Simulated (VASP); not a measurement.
Here is a VASP 6.6.1 calculation.

INCAR

```
PREC = Accurate
ENCUT = 520
EDIFF = 1E-7
ISMEAR = -1
SIGMA = 0.02
LREAL = False
LASPH = True
NELM = 100
ALGO = Normal
ISIF = 2
LWAVE = False
LCHARG = False
GGA = PE
NBANDS = 28
```

File KPOINTS:

```
Automatic mesh
0
Gamma
  8 8 8
```

POSCAR

```
BaTiO3
1.0
    2.8276671207      1.6325543733      2.3177320127
   -2.8276671207      1.6325543733      2.3177320127
    0.0000000000     -3.2651087466      2.3177320127
Ba Ti O
1 1 3
Direct
   -0.0019543295     -0.0019543295     -0.0019543295
    0.4863644942      0.4863644942      0.4863644942
    0.5100996181      0.5100996181      0.0166905991
    0.0166905991      0.5100996181      0.5100996181
    0.5100996181      0.0166905991      0.5100996181
```

Potentials or basis: VASP PAW PBE potentials, release 64 (Ba_sv, Ti_sv, O).

Run with:

```console
$ cat potpaw_PBE.64/Ba_sv/POTCAR potpaw_PBE.64/Ti_sv/POTCAR potpaw_PBE.64/O/POTCAR > POTCAR
$ mpirun -np 1 vasp_std > vasp.out
```

Question: Predict the band gap on the k mesh.

Answer: 2.31 eV, indirect (least direct gap 2.69 eV).

Question: Predict the pressure.

Answer: 6.3 GPa.

Question: What does it give for the largest force?

Answer: 0.057 eV/Å.

Forces in eV/Å, atoms in the order of the input:
```
Ba   0.000  0.000  0.036
Ti   0.000  0.000  0.057
O    0.000  0.022 -0.031
O   -0.019 -0.011 -0.031
O    0.019 -0.011 -0.031
```

Caveat: spin-orbit coupling is left out, which moves the levels of the heavy elements. PBE gaps usually lie below the measured ones, often by a third to a half.
